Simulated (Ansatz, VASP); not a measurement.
**Rb in VASP and in Ansatz**

```
Rb
1.0
    -2.91824    2.91824    2.80600
     2.91824   -2.91824    2.80600
     2.91824    2.91824   -2.80600
Rb
1
Direct
  0.00000 0.00000 0.00000
```

Change from the starting cell: strain +0.040 along x and y, +0.000 along z, atoms carried along.

Alike in both runs: task single point; functional PBE; k mesh 12 × 12 × 12; occupations gaussian, width 0.15 eV; no spin polarisation.

|  | VASP | Ansatz |
| --- | --- | --- |
| version | VASP 6.6.1 | Ansatz 0.2.0 |
| potentials or method | VASP PAW PBE potentials, release 64 (Rb_sv), cutoff 520 eV | scalar-relativistic, plane waves, PAW |
| valence electrons in the cell | 9 | 9 |

```csv
,VASP,Ansatz,Ansatz less VASP
gap on the k mesh at the Fermi level (eV),none,none,-
pressure (GPa),-0.1,-0.1,0.00
```

A gap of «none» marks a metal or a gap that the smearing closes. With one functional, cell and mesh, what is left measures potentials, basis and numerics.
